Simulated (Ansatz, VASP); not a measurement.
## AlNi in VASP and in Ansatz

```xyz
2
Lattice="2.8340 0.0000 0.0000 0.0000 2.8340 0.0000 0.0000 0.0000 2.8340" Properties=species:S:1:pos:R:3 pbc="T T T"
Al    0.0000    0.0000    0.0000
Ni    1.4170    1.4170    1.4170
```

Alike in both runs: task single point; functional PBE; k mesh 14 × 14 × 14; occupations gaussian, width 0.1 eV; no spin polarisation.

|  | VASP | Ansatz |
| --- | --- | --- |
| version | VASP 6.6.1 | Ansatz 0.2.0 |
| potentials or method | VASP PAW PBE potentials, release 64 (Al, Ni), cutoff 520 eV | scalar-relativistic, plane waves, PAW |
| valence electrons in the cell | 13 | 21 |

```tsv
	VASP	Ansatz	Ansatz less VASP
gap on the k mesh at the Fermi level (eV)	none	none	-
pressure (GPa)	11.3	11.3	0.00
```

A gap of «none» marks a metal or a gap that the smearing closes. With one functional, cell and mesh, what is left measures potentials, basis and numerics. VASP's potentials hold 13 valence electrons a cell and Ansatz's 21, so a difference there can come from the potentials and not from the codes.
